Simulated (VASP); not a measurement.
# Ti2RuC3 (I4/mmm) in VASP: single point with PBE

Aim: the single point of Ti2RuC3 with PBE.

Everything below comes from runs of VASP 6.6.1. Logs are shortened: lines on timing, memory, paths and dates and some standing lists are left out, and cuts for length are marked.

### 1 The cell of the first run

It takes space group I4/mmm (No. 139, tetragonal). The conventional cell has a = 3.056 Å, b = 3.056 Å, c = 12.897 Å, α = 90.00°, β = 90.00°, γ = 90.00°. Ti (site symmetry 4mm) has 6 C at 2.14 to 2.16 Å within 2.8 Å. Ru (site symmetry 4/mmm) has 6 C at 2.15 to 2.16 Å within 2.8 Å. Within 2.8 Å of C (site symmetry 4mm) lie 5 Ti at 2.14 to 2.16 Å and 1 Ru at 2.15 Å. Within 2.9 Å of C (site symmetry 4/mmm) lie 4 Ru at 2.16 Å and 2 Ti at 2.16 Å.

### 2 Single point, PBE

Input file INCAR:

```
SYSTEM = Ti2RuC3
  ALGO = Fast
  EDIFF = 1E-5
  ENCUT = 520
  GGA = PE
  ISIF = 2
  ISMEAR = 0
  KPAR = 4
  LASPH = .True.
  LCHARG = .False.
  LREAL = Auto
  LWAVE = .False.
  NBANDS = 62
  NELM = 80
  PREC = Normal
  SIGMA = 0.15
```

Input file KPOINTS:

```
k-points
0
Gamma
  4 4 4
  0 0 0
```

Input file POSCAR:

```
Ti2RuC3
1.0
   -1.5277700000      1.5277700000      6.4484500000
    3.0555400000     -3.0555400000     12.8969000000
    1.5277700000      1.5277700000     -6.4484500000
Ti Ru C
4 2 6
Direct
    0.6676550000      0.3338275000      0.0000000000
    0.6676550000      0.8338275000      0.0000000000
    0.3323450000      0.1661725000      0.0000000000
    0.3323450000      0.6661725000      0.0000000000
    0.0000000000      0.0000000000      0.0000000000
    0.0000000000      0.5000000000      0.0000000000
    0.8332790000      0.4166395000      0.0000000000
    0.8332790000      0.9166395000      0.0000000000
    0.1667210000      0.0833605000      0.0000000000
    0.1667210000      0.5833605000      0.0000000000
    0.5000000000      0.2500000000      0.0000000000
    0.5000000000      0.7500000000      0.0000000000
```

Potentials or basis: VASP PAW PBE potentials, release 64 (Ti_sv, Ru_pv, C).

On the command line:

```bash
> cat potpaw_PBE.64/Ti_sv/POTCAR potpaw_PBE.64/Ru_pv/POTCAR potpaw_PBE.64/C/POTCAR > POTCAR
> mpirun -np 4 vasp_std > vasp.out
```

OUTCAR:

```text
SYSTEM = Ti2RuC3
   EDIFF = 1E-5
   ENCUT = 520
   GGA = PE
   ISIF = 2
   ISMEAR = 0
   LASPH = .True.
   LREAL = Auto
   NELM = 80
   PREC = Normal

 ion  position               nearest neighbor table
   1  0.668  0.334  0.000-   7 2.14  10 2.16   9 2.16  10 2.16   9 2.16  11 2.16   5 3.06   5 3.06
                             6 3.06   6 3.06
   2  0.668  0.834  0.000-   8 2.14   9 2.16  10 2.16   9 2.16  10 2.16  12 2.16   6 3.06   6 3.06
                             5 3.06   5 3.06
   3  0.332  0.166  0.000-   9 2.14   8 2.16   7 2.16   7 2.16   8 2.16  11 2.16   6 3.06   5 3.06
                             6 3.06   5 3.06
   4  0.332  0.666  0.000-  10 2.14   7 2.16   8 2.16   8 2.16   7 2.16  12 2.16   5 3.06   6 3.06
                             5 3.06   6 3.06
   5  0.000  0.000  0.000-   8 2.15   9 2.15  11 2.16  12 2.16  11 2.16  12 2.16   6 3.06   6 3.06
                             1 3.06   4 3.06   3 3.06   1 3.06   4 3.06   2 3.06   3 3.06   2 3.06
   6  0.000  0.500  0.000-   7 2.15  10 2.15  12 2.16  11 2.16  12 2.16  11 2.16   5 3.06   5 3.06
                             2 3.06   3 3.06   4 3.06   2 3.06   3 3.06   1 3.06   4 3.06   1 3.06
   7  0.833  0.417  0.000-   1 2.14   6 2.15   3 2.16   4 2.16   4 2.16   3 2.16
   8  0.833  0.917  0.000-   2 2.14   5 2.15   4 2.16   3 2.16   3 2.16   4 2.16
   9  0.167  0.083  0.000-   3 2.14   5 2.15   1 2.16   1 2.16   2 2.16   2 2.16
  10  0.167  0.583  0.000-   4 2.14   6 2.15   2 2.16   2 2.16   1 2.16   1 2.16
  11  0.500  0.250  0.000-   6 2.16   5 2.16   6 2.16   5 2.16   3 2.16   1 2.16
  12  0.500  0.750  0.000-   5 2.16   6 2.16   5 2.16   6 2.16   4 2.16   2 2.16

  LATTYP: Found a base centered monoclinic cell.
 ALAT       =    13.2539184508
 B/A-ratio  =     0.2305386148
 C/A-ratio  =     0.4610772296
 COS(beta)  =    -0.2305386148

  Lattice vectors:

 A1 = (  -1.5277700000,   1.5277700000,   6.4484500000)
 A2 = (  -1.5277700000,  -1.5277700000,   6.4484500000)
 A3 = (   6.1110800000,   0.0000000000,   0.0000000000)

Analysis of symmetry for initial positions (statically):
=====================================================================
 Subroutine PRICEL returns following result:

  LATTYP: Found a body centered tetragonal cell.
 ALAT       =     3.0555400000
 C/A-ratio  =     4.2208251242

  Lattice vectors:

 A1 = (  -1.5277700000,   1.5277700000,   6.4484500000)
 A2 = (   1.5277700000,  -1.5277700000,   6.4484500000)
 A3 = (   1.5277700000,   1.5277700000,  -6.4484500000)

   2 primitive cells build up your supercell.

 Routine SETGRP: Setting up the symmetry group for a
 base centered monoclinic supercell.

 Subroutine GETGRP returns: Found  4 space group operations
 (whereof  4 operations were pure point group operations)
 out of a pool of  4 trial point group operations.

The static configuration has the point symmetry C_2h.

Analysis of symmetry for dynamics (positions and initial velocities):
=====================================================================
 Subroutine PRICEL returns following result:

  LATTYP: Found a body centered tetragonal cell.
 ALAT       =     3.0555400000
 C/A-ratio  =     4.2208251242

  Lattice vectors:

 A1 = (  -1.5277700000,   1.5277700000,   6.4484500000)
 A2 = (   1.5277700000,  -1.5277700000,   6.4484500000)
 A3 = (   1.5277700000,   1.5277700000,  -6.4484500000)

   2 primitive cells build up your supercell.

 Routine SETGRP: Setting up the symmetry group for a
 base centered monoclinic supercell.

 Subroutine GETGRP returns: Found  4 space group operations
 (whereof  4 operations were pure point group operations)
 out of a pool of  4 trial point group operations.

The dynamic configuration has the point symmetry C_2h.

 Subroutine INISYM returns: Found  4 space group operations
 (whereof  4 operations are pure point group operations),
 and found     2 'primitive' translations

----------------------------------------------------------------------------------------

                                     Primitive cell

  volume of cell :      60.2048

  direct lattice vectors                    reciprocal lattice vectors
    -1.527770000  1.527770000  6.448450000     0.000000000  0.327274393  0.077538013
     1.527770000 -1.527770000  6.448450000     0.327274393  0.000000000  0.077538013
     1.527770000  1.527770000 -6.448450000     0.327274393  0.327274393  0.000000000

  length of vectors
     6.800784495  6.800784495  6.800784495     0.336334167  0.336334167  0.462835886

  position of ions in fractional coordinates (direct lattice)
     0.667655000  0.667655000  0.000000000
     0.332345000  0.332345000  0.000000000
     0.000000000  0.000000000  0.000000000
     0.833279000  0.833279000  0.000000000
     0.166721000  0.166721000  0.000000000
     0.500000000  0.500000000  0.000000000

  ion indices of the primitive-cell ions
   primitive index   ion index
                 1           1
                 2           3
                 3           6
                 4           7
                 5          10
                 6          11

----------------------------------------------------------------------------------------

 KPOINTS: k-points

Automatic generation of k-mesh.
 Grid dimensions read from file:
 generate k-points for:    4    4    4

 Generating k-lattice:

  Cartesian coordinates                     Fractional coordinates (reciprocal lattice)
     0.000000000  0.081818598  0.019384503     0.250000000  0.000000000 -0.000000000
     0.040909299  0.000000000  0.009692252     0.000000000  0.250000000 -0.000000000
     0.081818598  0.081818598  0.000000000     0.000000000  0.000000000  0.250000000

  Length of vectors
     0.084083542  0.042041771  0.115708971

  Shift w.r.t. Gamma in fractional coordinates (k-lattice)
     0.000000000  0.000000000  0.000000000

 Subroutine IBZKPT returns following result:
 ===========================================

 Found     24 irreducible k-points:

 Following reciprocal coordinates:
            Coordinates               Weight
  0.000000  0.000000  0.000000      1.000000
  0.250000  0.000000  0.000000      4.000000
  0.500000  0.000000  0.000000      2.000000
  0.000000  0.250000  0.000000      2.000000
  0.250000  0.250000  0.000000      4.000000
  0.500000  0.250000  0.000000      4.000000
[... 16 lines left out ...]
  0.500000  0.250000  0.500000      2.000000
  0.500000  0.500000  0.500000      1.000000
   k-points           NKPTS =     24   k-points in BZ     NKDIM =     24   number of bands    NBANDS=     62
   number of dos      NEDOS =    301   number of ions     NIONS =     12
   total plane-waves  NPLWV = 128000
   dimension x,y,z NGX =    40 NGY =   80 NGZ =   40
   dimension x,y,z NGXF=    80 NGYF=  160 NGZF=   80
   ions per type =               4   2   6
   NGX,Y,Z   is equivalent  to a cutoff of   9.78,  9.78,  9.78 a.u.
   NGXF,Y,Z  is equivalent  to a cutoff of  19.56, 19.56, 19.56 a.u.
 SYSTEM =  Ti2RuC3
   PREC   = normal    normal or accurate (medium, high low for compatibility)
   ISTART =      0    job   : 0-new  1-cont  2-samecut
   ICHARG =      2    charge: 1-file 2-atom 10-const
   ISPIN  =      1    spin polarized calculation?
   LNONCOLLINEAR =      F non collinear calculations
   LSORBIT =      F    spin-orbit coupling
   LASPH  =      T    aspherical Exc in radial PAW
   ENCUT  =  520.0 eV  38.22 Ry    6.18 a.u.  12.64 25.29 12.64*2*pi/ulx,y,z
   NELM   =     80;   NELMIN=  2; NELMDL= -5     # of ELM steps
   EDIFF  = 0.1E-04   stopping-criterion for ELM
   LREAL  =      T    real-space projection
   EDIFFG = 0.1E-03   stopping-criterion for IOM
   NSW    =      0    number of steps for IOM
   IBRION =     -1    ionic relax: 0-MD 1-quasi-New 2-CG
   NFREE  =      0    steps in history (QN), initial steepest desc. (CG)
   ISIF   =      2    stress and relaxation
   ISYM   =      2    0-nonsym 1-usesym 2-fastsym
   POTIM  = 0.5000    time-step for ionic-motion
   TEBEG  =    0.0;   TEEND  =   0.0 temperature during run
   PSTRESS=    0.0 pullay stress
   NELECT =     100.0000    total number of electrons
   NUPDOWN=      -1.0000    fix difference up-down
   EMIN   =  10.00;   EMAX   =-10.00  energy-range for DOS
   EFERMI =   0.00;   METHOD = LEGACY
   ISMEAR =     0;   SIGMA  =   0.15  broadening in eV -4-tet -1-fermi 0-gaus
   EFERMI_NEDOS =   21; number of points for ismear=-14 and -15
   IALGO  =     68    algorithm
   IMIX   =      4    mixing-type and parameters
     AMIX     =   0.40;   BMIX     =  1.00
     AMIX_MAG =   1.60;   BMIX_MAG =  1.00
  volume/ion in A,a.u.               =      10.03        67.71
  Fermi-wavevector in a.u.,A,eV,Ry     =   1.538820  2.907948 32.218134  2.367966
  Thomas-Fermi vector in A             =   2.645135
   LORBIT       =      0    0 simple, 1 ext, 2 COOP (PROOUT), +10 PAW based schemes
   GGA     = PE    functional components
   LHFCALC =     F    Hartree Fock is set to
   AEXX    =    0.0000 exact exchange contribution
   IVDW    =     0    specifies the selected vdW correction
   LEPSILON=     F    determine dielectric tensor
   LRPA    =     F    only Hartree local field effects (RPA)
 non-spin polarized calculation
 RMM-DIIS sequential band-by-band and
 Gauss-broadening in eV      SIGMA  =   0.15
  energy-cutoff  :      520.00
  volume of cell :      120.41
 maximum number of plane-waves:      3262
   NGX = 25   NGY = 51   NGZ = 25

 number of electron     100.0000000 magnetization

 number of electron      99.9999980 magnetization

 Free energy of the ion-electron system (eV)
  ---------------------------------------------------
  ext. energy  EPLUGINS =         0.00000000
  ---------------------------------------------------
  free energy    TOTEN  =      -108.18820813 eV

  energy without entropy =     -108.12664703  energy(sigma->0) =     -108.15742758

 E-fermi :  10.4953     XC(G=0): -13.0710

 val. band max:       10.4641012949   @ k =   0.5000   0.0000   0.0000
 cond. band min:      10.4956330305   @ k =   0.0000   0.0000   0.0000
 fundamental gap:      0.0315317356
 Fermi energy:        10.4952594481

 k-point     1 :       0.0000    0.0000    0.0000
  band No.  band energies     occupation
      1     -46.3299      2.00000
      2     -46.2771      2.00000
      3     -46.2770      2.00000
      4     -46.2748      2.00000
      5     -33.0510      2.00000
      6     -33.0492      2.00000
[... 54 lines left out ...]
     61      13.1087      0.00000
     62      13.2997      0.00000

 k-point     2 :       0.2500    0.0000    0.0000
  band No.  band energies     occupation
      1     -46.3093      2.00000
      2     -46.2702      2.00000
      3     -46.2646      2.00000
      4     -46.2645      2.00000
      5     -33.0417      2.00000
      6     -33.0392      2.00000
[... 54 lines left out ...]
     61      13.4296      0.00000
     62      13.7208      0.00000

 k-point     3 :       0.5000    0.0000    0.0000
  band No.  band energies     occupation
      1     -46.2771      2.00000
      2     -46.2770      2.00000
      3     -46.2521      2.00000
      4     -46.2520      2.00000
      5     -33.0559      2.00000
      6     -33.0341      2.00000
[... 1354 lines left out ...]
     61      13.3836      0.00000
     62      13.9780      0.00000

 k-point    24 :       0.5000    0.5000    0.5000
  band No.  band energies     occupation
      1     -46.3093      2.00000
      2     -46.3093      2.00000
      3     -46.2702      2.00000
      4     -46.2702      2.00000
      5     -33.0417      2.00000
      6     -33.0417      2.00000
[... 54 lines left out ...]
     61      13.0424      0.00000
     62      14.3767      0.00000

------------------------ aborting loop because EDIFF is reached ----------------------------------------

  FORCE on cell =-STRESS in cart. coord.  units (eV):
  Direction    XX          YY          ZZ          XY          YZ          ZX
  --------------------------------------------------------------------------------------
  -------------------------------------------------------------------------------------
  Total        1.1476340      1.0990863      0.6079057      0.0000000      0.0000000     -0.0236310
  in kB       15.2704802     14.6245017      8.0888270      0.0000000      0.0000000     -0.3144358
  external PRESSURE =      12.6612696 kB  Pullay stress =       0.0000000 kB

 VOLUME and BASIS-vectors are now :
 -----------------------------------------------------------------------------
  energy-cutoff  :      520.00
  volume of cell :      120.41
      direct lattice vectors                 reciprocal lattice vectors
    -1.527770000  1.527770000  6.448450000     0.000000000  0.327274393  0.077538013
     3.055540000 -3.055540000 12.896900000     0.163637197  0.000000000  0.038769007
     1.527770000  1.527770000 -6.448450000     0.327274393  0.327274393  0.000000000

 POSITION                                       TOTAL-FORCE (eV/Angst)
 -----------------------------------------------------------------------------------
     -0.00000      0.00000      8.61068         0.006660      0.000000      0.081634
      1.52777     -1.52777     15.05913         0.006660      0.000000      0.081634
      0.00000     -0.00000      4.28622        -0.006660     -0.000000     -0.081634
      1.52777     -1.52777     10.73467        -0.006660     -0.000000     -0.081634
      0.00000      0.00000      0.00000         0.000000      0.000000     -0.000000
      1.52777     -1.52777      6.44845         0.000000      0.000000     -0.000000
      0.00000     -0.00000     10.74672         0.010169     -0.000000     -0.091868
      1.52777     -1.52777     17.19517         0.010169     -0.000000     -0.091868
     -0.00000      0.00000      2.15018        -0.010169      0.000000      0.091868
      1.52777     -1.52777      8.59863        -0.010169      0.000000      0.091868
      0.00000      0.00000      6.44845         0.000000      0.000000     -0.000000
      1.52777     -1.52777     12.89690         0.000000      0.000000     -0.000000
 -----------------------------------------------------------------------------------
    total drift:                                0.000000      0.000000     -0.000000

  FREE ENERGIE OF THE ION-ELECTRON SYSTEM (eV)
  ---------------------------------------------------
  free  energy   TOTEN  =      -108.1882081252 eV

  energy  without entropy=     -108.1266470305  energy(sigma->0) =     -108.15742758
```

It took 6.2 min on 4 MPI ranks of Intel Xeon Platinum 8488C (Sapphire Rapids), shared host; peak memory 0.43 GiB.

Results:

```
Free energy            : -108.1882 eV
Pressure               : 1.3 GPa
Largest force          : 0.092 eV/Å
Band gap on the k mesh : zero (bands 50 and 51 overlap by 0.55 eV)
```

Forces on the atoms (eV/Å):
```
Ti   0.007  0.000  0.082
Ti   0.007  0.000  0.082
Ti  -0.007  0.000 -0.082
Ti  -0.007  0.000 -0.082
Ru   0.000  0.000  0.000
Ru   0.000  0.000  0.000
C    0.010  0.000 -0.092
C    0.010  0.000 -0.092
C   -0.010  0.000  0.092
C   -0.010  0.000  0.092
C    0.000  0.000  0.000
C    0.000  0.000  0.000
```

Levels at points of the mesh, in eV from the Fermi level:
```tsv
k point	band 47	band 48	band 49	band 50	band 51	band 52	band 53	band 54
(0.00, 0.00, 0.00)	-0.77	-0.27	-0.27	-0.24	0.00	0.22	0.89	0.97
(0.50, 0.00, 0.00)	-0.76	-0.72	-0.24	-0.03	0.25	0.98	1.00	1.11
(0.00, 0.50, 0.00)	-1.38	-1.38	-0.87	-0.87	0.52	0.52	1.20	1.20
(0.50, 0.50, 0.00)	-0.77	-0.77	-0.20	-0.20	0.17	0.17	1.42	1.42
(0.50, 0.00, 0.50)	-1.21	-0.77	-0.47	-0.47	-0.26	-0.24	1.00	1.57
(0.50, 0.50, 0.50)	-1.27	-1.27	-0.48	-0.48	0.17	0.17	1.20	1.20
```

Caveat: the k points lie up to 0.53 Å⁻¹ apart, too coarse for converged energies and pressures of a metal.
